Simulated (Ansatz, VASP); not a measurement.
## EuNi3 in VASP and in Ansatz

The input INCAR:

```
PREC = Accurate ; ENCUT = 520
EDIFF = 1E-7 ; ISMEAR = 0
SIGMA = 0.05 ; LREAL = F
LASPH = T ; NELM = 150
ALGO = Normal ; ISIF = 2
LWAVE = F ; LCHARG = T
ISPIN = 2 ; MAGMOM = 7.46 -0.45 -0.45 -0.45
LORBIT = 11 ; LMAXMIX = 6
LDAU = T ; LDAUTYPE = 2
LDAUL = 3 -1 ; LDAUU = 6 0
LDAUJ = 0 0 ; LDAUPRINT = 1
GGA = PE ; LELF = T
LVHAR = T ; NBANDS = 36
```

KPOINTS

```
Automatic mesh
0
Gamma
  8 8 8
```

POSCAR

```
EuNi3
1.0
    3.9832900897      0.0000000000      0.0000000000
    0.0000000000      3.9832900897      0.0000000000
    0.0000000000      0.0000000000      3.9832900897
Eu Ni
1 3
Direct
    0.0000000000      0.0000000000      0.0000000000
    0.0000000000      0.5000000000      0.5000000000
    0.5000000000      0.5000000000      0.0000000000
    0.5000000000      0.0000000000      0.5000000000
```

Input for Ansatz:

```yaml
crystal:
  lattice:
    - [3.9832900897, 0.0, 0.0]
    - [0.0, 3.9832900897, 0.0]
    - [0.0, 0.0, 3.9832900897]
  atoms:
    - { symbol: Eu, position: [0.0, 0.0, 0.0], spin: 7.45 }
    - { symbol: Ni, position: [0.0, 0.5, 0.5], spin: -0.45 }
    - { symbol: Ni, position: [0.5, 0.5, 0.0], spin: -0.45 }
    - { symbol: Ni, position: [0.5, 0.0, 0.5], spin: -0.45 }
basis:
  ecutwfc: 420
  ecutrho_ratio: 4
kpoints:
  mp_grid: { grid: [8, 8, 8] }
hamiltonian:
  xc: pbe
  hubbard:
    sites:
      - { species: Eu, l: f, u_eff: 6.0, starting_ns: start.occupation_matrices }
    ns_hold: { iters: 6 }
scf:
  occupations: { method: gaussian, width: 0.05 }
  lower_state_search: "off"
output:
  forces: true
  stress: true
  eigenvalues: true
  populations: true
  hubbard: { sites: [{ species: Eu, l: f }] }
magnetization:
  spin_polarized: true
```

Alike in both runs: task single point; functional PBE; k mesh 8 × 8 × 8; occupations gaussian, width 0.05 eV; collinear spin; Hubbard terms Eu f U = 6.0 eV.

|  | VASP | Ansatz |
| --- | --- | --- |
| version | VASP 6.6.1 | Ansatz 0.2.0 |
| potentials or method | VASP PAW PBE potentials, release 64 (Eu, Ni), cutoff 520 eV | scalar-relativistic, plane waves, PAW |
| valence electrons in the cell | 47 | 71 |

```csv
,VASP,Ansatz,Ansatz less VASP
gap on the k mesh at the Fermi level (eV),none,none,-
pressure (GPa),-2.1,-1.6,+0.45
net moment per atom (μB),1.48,1.48,0.000
size of the moment on the site where the two differ most (μB),6.66,6.78,+0.119
```

Site moments also hang on the region over which each program counts them. The programs project onto different local orbitals, so the same U acts differently, and such runs can settle in different states. A gap of «none» marks a metal or a gap that the smearing closes. VASP's potentials hold 47 valence electrons a cell and Ansatz's 71, so a difference there can come from the potentials and not from the codes. Ansatz's warnings: filled band counts differ across k points.

Neither program's run includes spin-orbit coupling.
